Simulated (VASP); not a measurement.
# Si (Cmcm) in VASP: single point with LDA

Aim: the single point of Si with LDA.

All numbers are computed with VASP 6.6.1; they aren't measurements. Logs are shortened: lines on timing, memory, paths and dates and some standing lists are left out, and cuts for length are marked.

## (1) The cell of the first run

Symmetry: Cmcm, No. 63, orthorhombic system. Conventional cell: a = 3.799 Å, b = 10.641 Å, c = 12.570 Å, α = 90.00°, β = 90.00°, γ = 90.00°. Si (site symmetry m) has 4 Si at 2.32 to 2.36 Å within 3.1 Å. Within 3.1 Å of Si (site symmetry m) lie 4 Si at 2.33 to 2.36 Å. Within 3.1 Å of Si (site symmetry m) lie 4 Si at 2.32 to 2.36 Å.

## (2) Single point, LDA

File INCAR:

```
SYSTEM = Si
PREC = Accurate ; ENCUT = 520
EDIFF = 1E-6 ; ISMEAR = 0
SIGMA = 0.03 ; LREAL = .False.
LASPH = .True. ; NELM = 100
ALGO = Normal ; ISIF = 2
LWAVE = .False. ; LCHARG = .False.
GGA = CA ; NBANDS = 36
```

File KPOINTS:

```
regular mesh
0
Gamma
  10 10 4
  0 0 0
```

File POSCAR:

```
Si
1.0
    1.8996669547     -5.3205939305      0.0000000000
    1.8996669547      5.3205939305      0.0000000000
    0.0000000000      0.0000000000     12.5702440454
Si
12
Direct
    0.7570666288      0.2429333712      0.9449750226
    0.2429333712      0.7570666288      0.0550249774
    0.7570666288      0.2429333712      0.5550249774
    0.2429333712      0.7570666288      0.4449750226
    0.4287015211      0.5712984789      0.1572276936
    0.5712984789      0.4287015211      0.8427723064
    0.4287015211      0.5712984789      0.3427723064
    0.5712984789      0.4287015211      0.6572276936
    0.9711041075      0.0288958925      0.9092746508
    0.0288958925      0.9711041075      0.0907253492
    0.9711041075      0.0288958925      0.5907253492
    0.0288958925      0.9711041075      0.4092746508
```

Potentials or basis: VASP PAW LDA potentials, release 64 (Si).

Launch:

```bash
$ cat potpaw_LDA.64/Si/POTCAR > POTCAR
$ mpirun -np 1 vasp_std > vasp.out
```

OUTCAR:

```text
SYSTEM = Si
   PREC = Accurate
   ENCUT = 520
   EDIFF = 1E-6
   ISMEAR = 0
   LREAL = .False.
   LASPH = .True.
   NELM = 100
   ISIF = 2
   GGA = CA

 ion  position               nearest neighbor table
   1  0.757  0.243  0.945-   9 2.32   2 2.35   2 2.35   6 2.36
   2  0.243  0.757  0.055-  10 2.32   1 2.35   1 2.35   5 2.36
   3  0.757  0.243  0.555-  11 2.32   4 2.35   4 2.35   8 2.36
   4  0.243  0.757  0.445-  12 2.32   3 2.35   3 2.35   7 2.36
   5  0.429  0.571  0.157-   7 2.33  10 2.33  10 2.33   2 2.36
   6  0.571  0.429  0.843-   8 2.33   9 2.33   9 2.33   1 2.36
   7  0.429  0.571  0.343-   5 2.33  12 2.33  12 2.33   4 2.36
   8  0.571  0.429  0.657-   6 2.33  11 2.33  11 2.33   3 2.36
   9  0.971  0.029  0.909-   1 2.32   6 2.33   6 2.33  10 2.36
  10  0.029  0.971  0.091-   2 2.32   5 2.33   5 2.33   9 2.36
  11  0.971  0.029  0.591-   3 2.32   8 2.33   8 2.33  12 2.36
  12  0.029  0.971  0.409-   4 2.32   7 2.33   7 2.33  11 2.36

  LATTYP: Found a base centered orthorhombic cell.
 ALAT       =     3.7993339094
 B/A-ratio  =     2.8008035395
 C/A-ratio  =     3.3085389032

  Lattice vectors:

 A1 = (   1.8996669547,  -5.3205939305,   0.0000000000)
 A2 = (   1.8996669547,   5.3205939305,   0.0000000000)
 A3 = (   0.0000000000,   0.0000000000,  12.5702440454)

Analysis of symmetry for initial positions (statically):
=====================================================================
 Subroutine PRICEL returns:
 Original cell was already a primitive cell.

 Routine SETGRP: Setting up the symmetry group for a
 base centered orthorhombic supercell.

 Subroutine GETGRP returns: Found  8 space group operations
 (whereof  4 operations were pure point group operations)
 out of a pool of  8 trial point group operations.

The static configuration has the point symmetry C_2h.
 The point group associated with its full space group is D_2h.

Analysis of symmetry for dynamics (positions and initial velocities):
=====================================================================
 Subroutine PRICEL returns:
 Original cell was already a primitive cell.

 Routine SETGRP: Setting up the symmetry group for a
 base centered orthorhombic supercell.

 Subroutine GETGRP returns: Found  8 space group operations
 (whereof  4 operations were pure point group operations)
 out of a pool of  8 trial point group operations.

The dynamic configuration has the point symmetry C_2h.
 The point group associated with its full space group is D_2h.

 Subroutine INISYM returns: Found  8 space group operations
[... 124 lines left out ...]
   ISYM   =      2    0-nonsym 1-usesym 2-fastsym
   POTIM  = 0.5000    time-step for ionic-motion
   TEBEG  =    0.0;   TEEND  =   0.0 temperature during run
   PSTRESS=    0.0 pullay stress
   NELECT =      48.0000    total number of electrons
   NUPDOWN=      -1.0000    fix difference up-down
   EMIN   =  10.00;   EMAX   =-10.00  energy-range for DOS
   EFERMI =   0.00;   METHOD = LEGACY
   ISMEAR =     0;   SIGMA  =   0.03  broadening in eV -4-tet -1-fermi 0-gaus
   EFERMI_NEDOS =   21; number of points for ismear=-14 and -15
   IALGO  =     38    algorithm
   IMIX   =      4    mixing-type and parameters
     AMIX     =   0.40;   BMIX     =  1.00
     AMIX_MAG =   1.60;   BMIX_MAG =  1.00
  volume/ion in A,a.u.               =      21.18       142.90
  Fermi-wavevector in a.u.,A,eV,Ry     =   0.939330  1.775076 12.004974  0.882341
  Thomas-Fermi vector in A             =   2.066631
   LORBIT       =      0    0 simple, 1 ext, 2 COOP (PROOUT), +10 PAW based schemes
   GGA     = CA    functional components
   LHFCALC =     F    Hartree Fock is set to
   AEXX    =    0.0000 exact exchange contribution
   IVDW    =     0    specifies the selected vdW correction
   LEPSILON=     F    determine dielectric tensor
   LRPA    =     F    only Hartree local field effects (RPA)
 non-spin polarized calculation
 Gauss-broadening in eV      SIGMA  =   0.03
  energy-cutoff  :      520.00
  volume of cell :      254.10
 maximum number of plane-waves:      6880
   NGX = 21   NGY = 21   NGZ = 47

 number of electron      48.0000002 magnetization

 Free energy of the ion-electron system (eV)
  ---------------------------------------------------
  ext. energy  EPLUGINS =         0.00000000
  ---------------------------------------------------
  free energy    TOTEN  =       -70.33035744 eV

  energy without entropy =      -70.33035744  energy(sigma->0) =      -70.33035744

 E-fermi :   5.4598     XC(G=0):  -9.2327

 val. band max:        5.2905729523   @ k =   0.5000   0.5000   0.0000
 cond. band min:       5.6703538645   @ k =  -0.4000   0.4000   0.0000
 fundamental gap:      0.3797809122
 Fermi energy:         5.4598362021

 k-point     1 :       0.0000    0.0000    0.0000
  band No.  band energies     occupation
      1      -6.9583      2.00000
      2      -6.6174      2.00000
      3      -5.3711      2.00000
      4      -4.0145      2.00000
      5      -3.4880      2.00000
      6      -2.6784      2.00000
[... 925 lines left out ...]
     35       9.2602      0.00000
     36       9.4066      0.00000

 [... further k-points ...]
[... 5 lines left out ...]
  --------------------------------------------------------------------------------------
  -------------------------------------------------------------------------------------
  Total        0.1143472      0.0631155      0.1001268      0.0000000      0.0000000      0.0000000
  in kB        0.7209828      0.3979565      0.6313199      0.0000000      0.0000000      0.0000000
  external PRESSURE =       0.5834198 kB  Pullay stress =       0.0000000 kB

 VOLUME and BASIS-vectors are now :
 -----------------------------------------------------------------------------
  energy-cutoff  :      520.00
  volume of cell :      254.10
      direct lattice vectors                 reciprocal lattice vectors
     1.899666955 -5.320593931  0.000000000     0.263204031 -0.093974471  0.000000000
     1.899666955  5.320593931  0.000000000     0.263204031  0.093974471  0.000000000
     0.000000000  0.000000000 12.570244045     0.000000000  0.000000000  0.079552950

 POSITION                                       TOTAL-FORCE (eV/Angst)
 -----------------------------------------------------------------------------------
      1.89967     -2.73549     11.87857         0.000000      0.000507     -0.001930
      1.89967      2.73549      0.69168         0.000000     -0.000507      0.001930
      1.89967     -2.73549      6.97680         0.000000      0.000507      0.001930
      1.89967      2.73549      5.59344         0.000000     -0.000507     -0.001930
      1.89967      0.75870      1.97639         0.000000      0.000669      0.003689
      1.89967     -0.75870     10.59385         0.000000     -0.000669     -0.003689
      1.89967      0.75870      4.30873         0.000000      0.000669     -0.003689
      1.89967     -0.75870      8.26151         0.000000     -0.000669      0.003689
      1.89967     -5.01311     11.42980         0.000000     -0.000517     -0.004805
      1.89967      5.01311      1.14044         0.000000      0.000517      0.004805
      1.89967     -5.01311      7.42556         0.000000     -0.000517      0.004805
      1.89967      5.01311      5.14468         0.000000      0.000517     -0.004805
 -----------------------------------------------------------------------------------
    total drift:                               -0.000000      0.000000      0.000000

  FREE ENERGIE OF THE ION-ELECTRON SYSTEM (eV)
  ---------------------------------------------------
  free  energy   TOTEN  =       -70.3303574383 eV

  energy  without entropy=      -70.3303574383  energy(sigma->0) =      -70.33035744
```

OSZICAR:

```text
N       E                     dE             d eps       ncg     rms          rms(c)
DAV:   1     0.110297845223E+03    0.11030E+03   -0.17890E+04  6696   0.109E+03
DAV:   2    -0.622612621946E+02   -0.17256E+03   -0.16140E+03  8384   0.162E+02
DAV:   3    -0.720524380273E+02   -0.97912E+01   -0.96164E+01  8780   0.357E+01
DAV:   4    -0.722876144285E+02   -0.23518E+00   -0.23421E+00  8872   0.683E+00
DAV:   5    -0.722951289594E+02   -0.75145E-02   -0.75077E-02  8528   0.115E+00    0.125E+01
DAV:   6    -0.708758016149E+02    0.14193E+01   -0.11111E+00  7564   0.351E+00    0.748E+00
DAV:   7    -0.703322703453E+02    0.54353E+00   -0.16430E+00  7904   0.404E+00    0.810E-01
DAV:   8    -0.703297076528E+02    0.25627E-02   -0.15865E-01  8036   0.162E+00    0.562E-01
DAV:   9    -0.703300502072E+02   -0.34255E-03   -0.96886E-03  8636   0.399E-01    0.235E-01
DAV:  10    -0.703302103298E+02   -0.16012E-03   -0.22923E-03  7932   0.172E-01    0.909E-02
DAV:  11    -0.703303212527E+02   -0.11092E-03   -0.42254E-04  7876   0.800E-02    0.407E-02
DAV:  12    -0.703303563861E+02   -0.35133E-04   -0.84032E-05  8236   0.329E-02    0.988E-03
DAV:  13    -0.703303574075E+02   -0.10214E-05   -0.11602E-05  8624   0.137E-02    0.340E-03
DAV:  14    -0.703303574383E+02   -0.30833E-07   -0.69391E-07  4896   0.353E-03
   1 F= -.70330357E+02 E0= -.70330357E+02  d E =-.633032E-18
```

Wall time 8.3 min (1 thread of Intel Xeon 6975P-C (Granite Rapids), shared host); peak memory 0.68 GiB.

Results:

```yaml
Free_energy: -70.3304 eV
Pressure: 0.1 GPa
Largest_force: 0.005 eV/Å
Band_gap_on_the_k_mesh: 0.38 eV (least direct gap 0.47 eV)
```

Forces in eV/Å, atoms in the order of the input:
```
Si   0.000  0.001 -0.002
Si   0.000 -0.001  0.002
Si   0.000  0.001  0.002
Si   0.000 -0.001 -0.002
Si   0.000  0.001  0.004
Si   0.000 -0.001 -0.004
Si   0.000  0.001 -0.004
Si   0.000 -0.001  0.004
Si   0.000 -0.001 -0.005
Si   0.000  0.001  0.005
Si   0.000 -0.001  0.005
Si   0.000  0.001 -0.005
```

Caveat: semilocal functionals underestimate gaps, and a narrow one can read as zero. A k mesh can miss the band edges.
